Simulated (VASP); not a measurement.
Write the native input for VASP 6.6.1 that does the following.

- Task: single point
- Functional: PBE
- Potentials or basis: VASP PAW PBE potentials, release 64 (Ag)
- Cutoff: 520 eV
- k mesh: 16 × 16 × 5
- Occupations: fermi-dirac, width 0.1 eV
- Spin: no spin polarisation
- Dipole correction: no
- Further INCAR settings: ALGO = Normal; EDIFF = 1e-06; NBANDS = 30

The structure of Ag lies in POSCAR:

```
Ag
1.0
    3.0343859335      0.0000000000      0.0000000000
   -1.5171929668      2.6278553033      0.0000000000
    0.0000000000      0.0000000000     10.0267316435
Ag
4
Direct
    0.3333333333      0.6666666667      0.2500000000
    0.6666666667      0.3333333333      0.7500000000
    0.0000000000      0.0000000000      0.0000000000
    0.0000000000      0.0000000000      0.5000000000
```

This isn't the form of Ag at room conditions, which is fcc.

The input as run:

INCAR

```
  PREC = Accurate
  ENCUT = 520
  EDIFF = 1E-6
  ISMEAR = -1
  SIGMA = 0.1
  LREAL = F
  LASPH = T
  NELM = 80
  ALGO = Normal
  ISIF = 2
  LWAVE = F
  LCHARG = F
  GGA = PE
  NBANDS = 30
```

KPOINTS

```
regular mesh
0
Gamma
  16 16 5
```

Potentials or basis: VASP PAW PBE potentials, release 64 (Ag).

Command:

```bash
$ cat potpaw_PBE.64/Ag/POTCAR > POTCAR
$ mpirun -np 1 vasp_std > vasp.out
```

It gave:

```json
{
 "Pressure": "-7.4 GPa",
 "Band gap on the k mesh": "zero (bands 22 and 23 overlap by 6.23 eV)"
}
```

Caveat: the cell stands under tension.

Run time: 110 s on 1 thread of Intel(R) Xeon(R) Platinum 8488C (Sapphire Rapids), with other jobs on the host, peak memory 0.3 GiB.
